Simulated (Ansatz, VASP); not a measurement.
Bi: VASP beside Ansatz

File INCAR:

```
SYSTEM = Bi
PREC = Accurate
ENCUT = 520
EDIFF = 1E-6
ISMEAR = 0
SIGMA = 0.15
LREAL = .False.
LASPH = .True.
NELM = 80
ALGO = Fast
ISIF = 2
LWAVE = .False.
LCHARG = .True.
GGA = PS
IVDW = 12
LELF = .True.
LVHAR = .True.
NBANDS = 14
```

File KPOINTS:

```
Automatic mesh
0
Gamma
  18 18 18
  0 0 0
```

Contents of POSCAR:

```
Bi
1.0
   -1.8901078267      1.8901078267      1.7540200632
    1.8901078267     -1.8901078267      1.7540200632
    1.8901078267      1.8901078267     -1.7540200632
Bi
1
Direct
    0.0000000000      0.0000000000      0.0000000000
```

Input for Ansatz:

```yaml
crystal:
  lattice:
    - [-1.8901078267, 1.8901078267, 1.7540200632]
    - [1.8901078267, -1.8901078267, 1.7540200632]
    - [1.8901078267, 1.8901078267, -1.7540200632]
  atoms:
    - { symbol: Bi, position: [0.0, 0.0, 0.0] }
basis:
  ecutwfc: 420
kpoints:
  mp_grid: { grid: [18, 18, 18] }
hamiltonian:
  xc: pbesol
  pseudopotentials: { kind: paw }
  dispersion: d3bj
scf:
  occupations: { method: gaussian, width: 0.15 }
output:
  forces: true
  stress: true
  eigenvalues: true
```

Alike in both runs: task single point; functional PBEsol; dispersion D3(BJ); k mesh 18 × 18 × 18; occupations gaussian, width 0.15 eV; no spin polarisation.

|  | VASP | Ansatz |
| --- | --- | --- |
| version | VASP 6.6.1 | Ansatz 0.2.0 |
| potentials or method | VASP PAW PBE potentials, release 64 (Bi_d), cutoff 520 eV | scalar-relativistic, plane waves, PAW |
| valence electrons in the cell | 15 | 15 |

Ansatz gave:

| Property | Result |
| --- | --- |
| gap on the k mesh at the Fermi level (eV) | none |
| pressure (GPa) | 12.3 |
| traceless stress, the component that is largest in VASP (GPa) | 1.64 |

Task: What did VASP give for the same quantities?

Result: gap on the k mesh at the Fermi level (eV): none; pressure (GPa): 12.2; traceless stress, the component that is largest in VASP (GPa): 1.63.

VASP's potentials were made for PBE, not for PBEsol. A gap of «none» marks a metal or a gap that the smearing closes.

Spin-orbit coupling is off throughout.
